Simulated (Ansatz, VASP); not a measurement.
# AlP in VASP and in Ansatz

```
Al P
1.0
     0.00000    2.75348    2.75348
     2.75348    0.00000    2.75348
     2.75348    2.75348    0.00000
Al P
1 1
Direct
  0.00000 0.00000 0.00000
  0.25000 0.25000 0.25000
```

Alike in both runs: functional PBE; k mesh 8 × 8 × 8; occupations gaussian, width 0.02 eV; no spin polarisation.

Ansatz relaxed the structure, and its values are those at the end. VASP's run is a single point on that final structure, the one shown.

```csv
,VASP,Ansatz
version,VASP 6.6.1,Ansatz 0.2.0
potentials or method,"VASP PAW PBE potentials, release 64 (Al, P), cutoff 500 eV","scalar-relativistic, plane waves, PAW"
valence electrons in the cell,8,8
```

|  | VASP | Ansatz | Ansatz less VASP |
| --- | --- | --- | --- |
| gap on the k mesh at the Fermi level (eV) | 1.63 | 1.63 | +0.002 |
| least direct gap on the mesh (eV) | 3.09 | 3.09 | +0.003 |
| pressure (GPa) | -0.1 | 0.0 | +0.07 |

With one functional, cell and mesh, what is left measures potentials, basis and numerics.
